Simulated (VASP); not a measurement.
Input of a VASP 6.6.1 run:

The input INCAR:

```
ALGO = Normal ; EDIFF = 1E-8
ENCUT = 400 ; GGA = PE
GGA_COMPAT = False ; ISIF = 2
ISMEAR = 0 ; IVDW = 12
LASPH = True ; LCHARG = False
LEFG = True ; LREAL = False
LWAVE = False ; NBANDS = 35
NELM = 120 ; PREC = Accurate
SIGMA = 0.05
```

KPOINTS

```
k-points
0
Gamma
  10 10 4
```

The input POSCAR:

```
MoSe2
1.0
    3.2769031934      0.0000000000      0.0000000000
   -1.6384515967      2.8378814112      0.0000000000
    0.0000000000      0.0000000000     12.7341133400
Mo Se
2 4
Direct
    0.3333333333      0.6666666667      0.2500000000
    0.6666666667      0.3333333333      0.7500000000
    0.3333333333      0.6666666667      0.6185407763
    0.6666666667      0.3333333333      0.1185407763
    0.3333333333      0.6666666667      0.8814592237
    0.6666666667      0.3333333333      0.3814592237
```

Potentials or basis: VASP PAW PBE potentials, release 64 (Mo_sv, Se).

Run with:

```sh
$ cat potpaw_PBE.64/Mo_sv/POTCAR potpaw_PBE.64/Se/POTCAR > POTCAR
$ mpirun -np 1 vasp_std > vasp.out
```

Task: Estimate the dispersion energy per atom.

Result: -0.479 eV.

Task: Predict the pressure.

Result: 0.0 GPa.

Task: What does it give for the largest force?

Result: 0.041 eV/Å.

Forces on the atoms (eV/Å):
```
Mo   0.000  0.000  0.000
Mo   0.000  0.000  0.000
Se   0.000  0.000 -0.041
Se   0.000  0.000 -0.041
Se   0.000  0.000  0.041
Se   0.000  0.000  0.041
```

Caveat: without QUAD_EFG the Cq values of the log hold for a quadrupole moment of 1 mb, not for the nuclei.
